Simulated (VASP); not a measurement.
# SnTe (R-3m) in VASP: a series of runs

SnTe is run at these levels: PBE; tasks: single point.

All numbers are computed with VASP 6.6.1; they aren't measurements. Logs are shortened: lines on timing, memory, paths and dates and some standing lists are left out, and cuts for length are marked.

### Step 1. The cell of the first run

Symmetry: R-3m, No. 166, trigonal system. Conventional cell: a = 3.981 Å, b = 3.981 Å, c = 13.749 Å, α = 90.00°, β = 90.00°, γ = 120.00°. Sn (site symmetry -3m) has 6 Te at 3.25 Å and 6 Sn at 3.98 Å within 4.3 Å. Within 4.3 Å of Te (site symmetry -3m) lie 6 Sn at 3.25 Å and 6 Te at 3.98 Å.

### Step 2. Single point, PBE

INCAR reads:

```
SYSTEM = SnTe
ALGO = Normal ; EDIFF = 1E-6
ENCUT = 520 ; GGA = PE
ISIF = 2 ; ISMEAR = 0
LASPH = .TRUE. ; LCHARG = .TRUE.
LELF = .TRUE. ; LREAL = .FALSE.
LVHAR = .TRUE. ; LWAVE = .FALSE.
NBANDS = 17 ; NELM = 100
PREC = Accurate ; SIGMA = 0.03
```

KPOINTS reads:

```
k-points
0
G
  10 10 10
  0 0 0
```

POSCAR reads:

```
SnTe
1.0
    0.7694115246      3.5843317368      3.5843317368
    3.5843317368      0.7694115246      3.5843317368
    3.5843317368      3.5843317368      0.7694115246
Sn Te
1 1
Direct
    0.0000000000      0.0000000000      0.0000000000
    0.5000000000      0.5000000000      0.5000000000
```

Potentials or basis: VASP PAW PBE potentials, release 64 (Sn_d, Te).

Started as:

```console
> cat potpaw_PBE.64/Sn_d/POTCAR potpaw_PBE.64/Te/POTCAR > POTCAR
> mpirun -np 1 vasp_std > vasp.out
```

OUTCAR:

```text
SYSTEM = SnTe
   EDIFF = 1E-6
   ENCUT = 520
   GGA = PE
   ISIF = 2
   ISMEAR = 0
   LASPH = .TRUE.
   LREAL = .FALSE.
   NELM = 100
   PREC = Accurate

 ion  position               nearest neighbor table
   1  0.000  0.000  0.000-   2 3.25   2 3.25   2 3.25   2 3.25   2 3.25   2 3.25
   2  0.500  0.500  0.500-   1 3.25   1 3.25   1 3.25   1 3.25   1 3.25   1 3.25

  LATTYP: Found a trigonal (rhomboedric) cell.
 ALAT       =     5.1270714929
 COS(alpha) =     0.6985651702

  Lattice vectors:

 A1 = (   0.7694115246,   3.5843317368,   3.5843317368)
 A2 = (   3.5843317368,   0.7694115246,   3.5843317368)
 A3 = (   3.5843317368,   3.5843317368,   0.7694115246)

Analysis of symmetry for initial positions (statically):
=====================================================================
 Subroutine PRICEL returns:
 Original cell was already a primitive cell.

 Routine SETGRP: Setting up the symmetry group for a
 trigonal (rhombohedral) supercell.

 Subroutine GETGRP returns: Found 12 space group operations
 (whereof 12 operations were pure point group operations)
 out of a pool of 12 trial point group operations.

The static configuration has the point symmetry D_3d.

Analysis of symmetry for dynamics (positions and initial velocities):
=====================================================================
 Subroutine PRICEL returns:
 Original cell was already a primitive cell.

 Routine SETGRP: Setting up the symmetry group for a
 trigonal (rhombohedral) supercell.

 Subroutine GETGRP returns: Found 12 space group operations
 (whereof 12 operations were pure point group operations)
 out of a pool of 12 trial point group operations.

The dynamic configuration has the point symmetry D_3d.

 Subroutine INISYM returns: Found 12 space group operations
 (whereof 12 operations are pure point group operations),
 and found     1 'primitive' translations

----------------------------------------------------------------------------------------

                                     Primitive cell

  volume of cell :      62.8995

  direct lattice vectors                    reciprocal lattice vectors
     0.769411525  3.584331737  3.584331737    -0.194841529  0.160408327  0.160408327
     3.584331737  0.769411525  3.584331737     0.160408327 -0.194841529  0.160408327
     3.584331737  3.584331737  0.769411525     0.160408327  0.160408327 -0.194841529

  length of vectors
[... 74 lines left out ...]
   ISTART =      0    job   : 0-new  1-cont  2-samecut
   ICHARG =      2    charge: 1-file 2-atom 10-const
   ISPIN  =      1    spin polarized calculation?
   LNONCOLLINEAR =      F non collinear calculations
   LSORBIT =      F    spin-orbit coupling
   LASPH  =      T    aspherical Exc in radial PAW
   ENCUT  =  520.0 eV  38.22 Ry    6.18 a.u.   9.53  9.53  9.53*2*pi/ulx,y,z
   NELM   =    100;   NELMIN=  2; NELMDL= -5     # of ELM steps
   EDIFF  = 0.1E-05   stopping-criterion for ELM
   LREAL  =      F    real-space projection
   EDIFFG = 0.1E-04   stopping-criterion for IOM
   NSW    =      0    number of steps for IOM
   IBRION =     -1    ionic relax: 0-MD 1-quasi-New 2-CG
   NFREE  =      0    steps in history (QN), initial steepest desc. (CG)
   ISIF   =      2    stress and relaxation
   ISYM   =      2    0-nonsym 1-usesym 2-fastsym
   POTIM  = 0.5000    time-step for ionic-motion
   TEBEG  =    0.0;   TEEND  =   0.0 temperature during run
   PSTRESS=    0.0 pullay stress
   NELECT =      20.0000    total number of electrons
   NUPDOWN=      -1.0000    fix difference up-down
   EMIN   =  10.00;   EMAX   =-10.00  energy-range for DOS
   EFERMI =   0.00;   METHOD = LEGACY
   ISMEAR =     0;   SIGMA  =   0.03  broadening in eV -4-tet -1-fermi 0-gaus
   EFERMI_NEDOS =   21; number of points for ismear=-14 and -15
   IALGO  =     38    algorithm
   IMIX   =      4    mixing-type and parameters
     AMIX     =   0.40;   BMIX     =  1.00
     AMIX_MAG =   1.60;   BMIX_MAG =  1.00
  volume/ion in A,a.u.               =      31.45       212.23
  Fermi-wavevector in a.u.,A,eV,Ry     =   1.117384  2.111549 16.987507  1.248547
  Thomas-Fermi vector in A             =   2.254006
   LORBIT       =      0    0 simple, 1 ext, 2 COOP (PROOUT), +10 PAW based schemes
   GGA     = PE    functional components
   LHFCALC =     F    Hartree Fock is set to
   AEXX    =    0.0000 exact exchange contribution
   IVDW    =     0    specifies the selected vdW correction
   LEPSILON=     F    determine dielectric tensor
   LRPA    =     F    only Hartree local field effects (RPA)
 non-spin polarized calculation
 Gauss-broadening in eV      SIGMA  =   0.03
  energy-cutoff  :      520.00
  volume of cell :       62.90
 maximum number of plane-waves:      1713
 NGX is ok and might be reduce to    40

 number of electron      20.0000002 magnetization

 Free energy of the ion-electron system (eV)
  ---------------------------------------------------
  ext. energy  EPLUGINS =         0.00000000
  ---------------------------------------------------
  free energy    TOTEN  =        -7.12589993 eV

  energy without entropy =       -7.12537351  energy(sigma->0) =       -7.12563672

 E-fermi :   6.3187     XC(G=0):  -9.5579

 val. band max:        6.3115378872   @ k =   0.0000   0.0000   0.0000
 cond. band min:       6.3316605146   @ k =   0.1000   0.1000   0.1000
 fundamental gap:      0.0201226274
 Fermi energy:         6.3186888803

 k-point     1 :       0.0000    0.0000    0.0000
  band No.  band energies     occupation
      1     -15.1715      2.00000
      2     -15.1715      2.00000
      3     -15.1612      2.00000
      4     -15.1483      2.00000
      5     -15.1483      2.00000
      6      -5.7690      2.00000
[... 457 lines left out ...]
      4     -15.1492      2.00000
      5     -15.1433      2.00000
      6      -4.5123      2.00000
[... 9 lines left out ...]
     16      15.8672      0.00000
     17      16.9142      0.00000

 [... further k-points ...]
[... 5 lines left out ...]
  --------------------------------------------------------------------------------------
  -------------------------------------------------------------------------------------
  Total       -0.2833162     -0.2833162     -0.2833162     -1.0061863     -1.0061863     -1.0061863
  in kB       -7.2166334     -7.2166334     -7.2166334    -25.6295864    -25.6295864    -25.6295864
  external PRESSURE =      -7.2166334 kB  Pullay stress =       0.0000000 kB

 VOLUME and BASIS-vectors are now :
 -----------------------------------------------------------------------------
  energy-cutoff  :      520.00
  volume of cell :       62.90
      direct lattice vectors                 reciprocal lattice vectors
     0.769411525  3.584331737  3.584331737    -0.194841529  0.160408327  0.160408327
     3.584331737  0.769411525  3.584331737     0.160408327 -0.194841529  0.160408327
     3.584331737  3.584331737  0.769411525     0.160408327  0.160408327 -0.194841529

 POSITION                                       TOTAL-FORCE (eV/Angst)
 -----------------------------------------------------------------------------------
      0.00000      0.00000      0.00000        -0.000000     -0.000000     -0.000000
      3.96904      3.96904      3.96904         0.000000      0.000000      0.000000
 -----------------------------------------------------------------------------------
    total drift:                                0.000000     -0.000000     -0.000000

  FREE ENERGIE OF THE ION-ELECTRON SYSTEM (eV)
  ---------------------------------------------------
  free  energy   TOTEN  =        -7.1258999323 eV

  energy  without entropy=       -7.1253735122  energy(sigma->0) =       -7.12563672
```

stdout:

```text
POSCAR found type information on POSCAR SnTe
 POSCAR found :  2 types and       2 ions
 scaLAPACK will be used
 LDA part: xc-table for (Slater+PW92), standard interpolation
 POSCAR, INCAR and KPOINTS ok, starting setup
 FFT: planning ... GRIDC
 FFT: planning ... GRID_SOFT
 FFT: planning ... GRID
 WAVECAR not read
 entering main loop
```

Wall time 2.1 min (1 thread of Intel Xeon Platinum 8259CL at 2.50GHz (Skylake/Cascade Lake), shared host); peak memory 0.33 GiB.

What came out:

* Free energy: -7.1259 eV
* Pressure: -0.7 GPa
* Band gap on the k mesh: zero (band 10 reaches 8.01 eV, above the bottom of band 11 at 5.58 eV)

Caveat: spin-orbit coupling is left out, which moves the levels of the heavy elements.

### Step 3. Single point, PBE

This run uses another cell than the first one, of the same volume but with other edges.

INCAR reads:

```
PREC     = Accurate       # precision mode
ENCUT    = 520            # plane-wave cutoff, eV
EDIFF    = 1E-6           # SCF threshold, eV
ISMEAR   = 0              # smearing method
SIGMA    = 0.03           # smearing width, eV
LREAL    = F              # projectors in reciprocal space
LASPH    = T              # aspherical terms in the spheres
NELM     = 80             # most SCF steps
ALGO     = Normal         # electronic algorithm
ISIF     = 2              # what is computed and relaxed
LWAVE    = F              # write WAVECAR
LCHARG   = T              # write CHGCAR
GGA      = PE             # functional
LELF     = T              # ELF
LVHAR    = T            
NBANDS   = 17             # bands
```

KPOINTS reads:

```
Automatic mesh
0
Gamma
  10 10 10
```

POSCAR reads:

```
SnTe
1.0
   -0.9979852192      2.7444593527      2.7444593527
    2.7444593527     -0.9979852192      2.7444593527
    2.7444593527      2.7444593527     -0.9979852192
Sn Te
1 1
Direct
    0.0000000000      0.0000000000      0.0000000000
    0.5000000000      0.5000000000      0.5000000000
```

Potentials or basis: VASP PAW PBE potentials, release 64 (Sn_d, Te).

Started as:

```console
> cat potpaw_PBE.64/Sn_d/POTCAR potpaw_PBE.64/Te/POTCAR > POTCAR
> mpirun -np 1 vasp_std > vasp.out
```

Wall time 72 s (1 thread of Intel Xeon Platinum 8259CL at 2.50GHz (Skylake/Cascade Lake), shared host); peak memory 0.26 GiB.

Results (log left out):

```
Free energy            : -7.1090 eV
Pressure               : -2.0 GPa
Band gap on the k mesh : zero (band 10 reaches 6.91 eV, above the bottom of band 11 at 5.11 eV)
```

Stress tensor (GPa, compression positive):
```
-1.97  1.17  1.17
 1.17 -1.97  1.17
 1.17  1.17 -1.97
```

Levels at points of the mesh, in eV from the Fermi level:
```
           k point  band 8  band 9  band 10  band 11  band 12  band 13
(0.00, 0.00, 0.00)   -1.99   -1.99    -0.70     3.85     3.85     3.90
(0.50, 0.00, 0.00)   -0.63   -0.52     0.13     0.62     1.59     2.67
(0.50, 0.50, 0.00)   -4.61   -4.27    -0.36     3.02     4.14     4.55
(0.50, 0.50, 0.50)   -2.43   -2.43    -2.24    -1.26    -0.82    -0.82
```

Caveat: spin-orbit coupling is left out, which moves the levels of the heavy elements.
